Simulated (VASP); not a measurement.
**Al2Cu: single point with PBE**

Crystal: Al2Cu.

```xyz
12
Lattice="0.0000 0.0000 -5.7825 4.0893 4.0893 0.0000 4.0893 -4.0893 0.0000" Properties=species:S:1:pos:R:3 pbc="T T T"
Al    2.0446    0.0000   -1.4456
Al    4.0893   -2.0446   -4.3368
Al    6.1339    0.0000   -1.4456
Al    4.0893    2.0446   -4.3368
Al    4.0893   -2.0446   -1.4456
Al    2.0446    0.0000   -4.3368
Al    4.0893    2.0446   -1.4456
Al    6.1339    0.0000   -4.3368
Cu    2.0446   -2.0446    0.0000
Cu    0.0000    0.0000   -2.8912
Cu    2.0446    2.0446    0.0000
Cu    4.0893    0.0000   -2.8912
```

```json
{
  "Program": "VASP 6.6.1",
  "Task": "single point",
  "Functional": "PBE",
  "Potentials or basis": "VASP PAW PBE potentials, release 64 (Al, Cu)",
  "Cutoff": "520 eV",
  "k mesh": "5 × 5 × 5",
  "Occupations": "gaussian, width 0.1 eV",
  "Spin": "no spin polarisation"
}
```

```yaml
Pressure: 0.2 GPa
Band_gap_on_the_k_mesh: zero (band 34 reaches 7.26 eV, above the bottom of band 35 at 6.17 eV)
```

Levels at points of the mesh, in eV from the Fermi level:
| k point | band 30 | band 31 | band 32 | band 33 | band 34 | band 35 | band 36 | band 37 | band 38 | band 39 |
| --- | --- | --- | --- | --- | --- | --- | --- | --- | --- | --- |
| (0.00, 0.00, 0.00) | -1.79 | -1.79 | -1.79 | -1.79 | 0.42 | 0.42 | 0.42 | 1.72 | 1.72 | 1.72 |

It took 4.4 min on 1 thread of Intel(R) Xeon(R) Platinum 8488C (Sapphire Rapids), with other jobs on the host, peak memory 0.38 GiB.
